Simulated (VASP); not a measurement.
Crystal: SnO.

```
CELL_PARAMETERS angstrom
2.73691 -2.73780 0.00000
2.73691 2.73780 0.00000
0.00000 0.00000 10.22196
ATOMIC_POSITIONS crystal
Sn 0.73655 0.26345 0.86386
Sn 0.76345 0.23655 0.36386
Sn 0.26345 0.73655 0.13614
Sn 0.23655 0.76345 0.63614
O 0.26194 0.23806 0.25000
O 0.23806 0.26194 0.75000
O 0.76194 0.73806 0.25000
O 0.73806 0.76194 0.75000
```

```yaml
Program: VASP 6.6.1
Task: relaxation of cell and atoms
Functional: LDA
Potentials_or_basis: VASP PAW LDA potentials, release 64 (Sn_d, O)
Cutoff: 600 eV
k_mesh: 5 × 5 × 2
Occupations: fermi-dirac, width 0.1 eV
Spin: no spin polarisation
```

At the start: pressure -6.4 GPa; volume 19.15 Å³/atom.

Task: Where does the relaxation end?

Result: Over 19 steps the energy falls by 43.6 meV/atom and the volume is 16.52 Å³/atom (-13.7 %); space group Cmce (No. 64, to 0.1 Å) before, P4/nmm (No. 129, to 0.1 Å).

The path:
| step | energy change (eV) | largest force (eV/Å) | pressure (GPa) | volume (Å³) |
| --- | --- | --- | --- | --- |
| 1 | 0.0000 | 0.5921 | -6.35 | 153.19 |
| 2 | -0.0251 | 1.6063 | 6.29 | 136.96 |
| 3 | -0.2059 | 0.4666 | -0.58 | 144.43 |
| 4 | -0.2413 | 0.3015 | -0.44 | 142.41 |
| 5 | -0.2646 | 0.0364 | -0.17 | 138.90 |
| 6 | -0.2940 | 0.0400 | 0.04 | 136.88 |
| 7 | -0.3351 | 0.0859 | 0.73 | 132.20 |
| 8 | -0.3374 | 0.1040 | 1.13 | 130.17 |
| 9 | -0.3000 | 0.5406 | -2.79 | 132.49 |
| 10 | -0.3417 | 0.0733 | 0.15 | 130.73 |
| 11 | -0.3441 | 0.0473 | 0.08 | 131.19 |
| 12 | -0.3449 | 0.0500 | 0.03 | 131.62 |
| 13 | -0.3463 | 0.0517 | -0.24 | 132.04 |
| 14 | -0.3465 | 0.0709 | -0.38 | 132.24 |
| 15 | -0.3471 | 0.0601 | -0.28 | 132.19 |
| 16 | -0.3480 | 0.0432 | 0.06 | 132.03 |
| 17 | -0.3481 | 0.0437 | 0.09 | 132.02 |
| 18 | -0.3484 | 0.0388 | 0.07 | 132.06 |
| 19 | -0.3492 | 0.0253 | 0.02 | 132.20 |

Final structure:
```xyz
8
Lattice="2.6607 -2.6608 0.0000 2.6607 2.6608 0.0000 0.0000 0.0000 9.3366" Properties=species:S:1:pos:R:3 pbc="T T T"
Sn    2.6607   -1.3079    8.1543
Sn    2.6607   -1.3529    3.4860
Sn    2.6607    1.3079    1.1823
Sn    2.6607    1.3529    5.8506
O     1.3303   -0.0209    2.3342
O     1.3303    0.0209    7.0025
O     3.9910   -0.0209    2.3342
O     3.9910    0.0209    7.0025
```
